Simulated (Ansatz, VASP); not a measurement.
# One calculation of CaO, two programs

The input INCAR:

```
SYSTEM = CaO
  PREC = Accurate
  ENCUT = 520
  EDIFF = 1E-7
  ISMEAR = 0
  SIGMA = 0.05
  LREAL = .FALSE.
  LASPH = .TRUE.
  NELM = 60
  ALGO = Normal
  ISIF = 2
  LWAVE = .FALSE.
  LCHARG = .TRUE.
  GGA = PE
  LELF = .TRUE.
  LVHAR = .TRUE.
  NBANDS = 24
```

Contents of KPOINTS:

```
Automatic mesh
0
G
  9 9 6
  0 0 0
```

File POSCAR:

```
CaO
1.0
    3.9919758245     -0.0399197583      0.0000000000
   -2.0305594370      3.4771123544      0.0000000000
    0.0000000000      0.0000000000      4.7848400100
Ca O
2 2
Direct
    0.3333333333      0.6666666667      0.7500000000
    0.6666666667      0.3333333333      0.2500000000
    0.3333333333      0.6666666667      0.2500000000
    0.6666666667      0.3333333333      0.7500000000
```

Input for Ansatz:

```yaml
crystal:
  lattice:
    - [3.9919758245, -0.0399197583, 0.0]
    - [-2.030559437, 3.4771123544, 0.0]
    - [0.0, 0.0, 4.78484001]
  atoms:
    - { symbol: Ca, position: [0.3333333333, 0.6666666667, 0.75] }
    - { symbol: Ca, position: [0.6666666667, 0.3333333333, 0.25] }
    - { symbol: O, position: [0.3333333333, 0.6666666667, 0.25] }
    - { symbol: O, position: [0.6666666667, 0.3333333333, 0.75] }
basis:
  ecutwfc: 420
kpoints:
  mp_grid: { grid: [9, 9, 6] }
hamiltonian:
  xc: pbe
scf:
  occupations: { method: gaussian, width: 0.05 }
output:
  forces: true
  stress: true
  eigenvalues: true
```

Change from the starting cell: strain -0.0200 x Voigt [0, 0, 0, 0, 0, 1], atoms carried along.

Alike in both runs: task single point; functional PBE; k mesh 9 × 9 × 6; occupations gaussian, width 0.05 eV; no spin polarisation.

|  | VASP | Ansatz |
| --- | --- | --- |
| version | VASP 6.6.1 | Ansatz 0.2.0 |
| potentials or method | VASP PAW PBE potentials, release 64 (Ca_sv, O), cutoff 520 eV | scalar-relativistic, plane waves, PAW |
| valence electrons in the cell | 32 | 32 |

```tsv
	VASP	Ansatz	Ansatz less VASP
gap on the k mesh at the Fermi level (eV)	3.16	3.18	+0.015
least direct gap on the mesh (eV)	3.16	3.18	+0.015
pressure (GPa)	1.5	1.0	-0.50
traceless stress, the component that is largest in VASP (GPa)	0.82	0.80	-0.021
rms of the force components (eV/Å)	0.067	0.063	-0.0034
```

Atom by atom the forces differ by 0.003 eV/Å (rms over components).
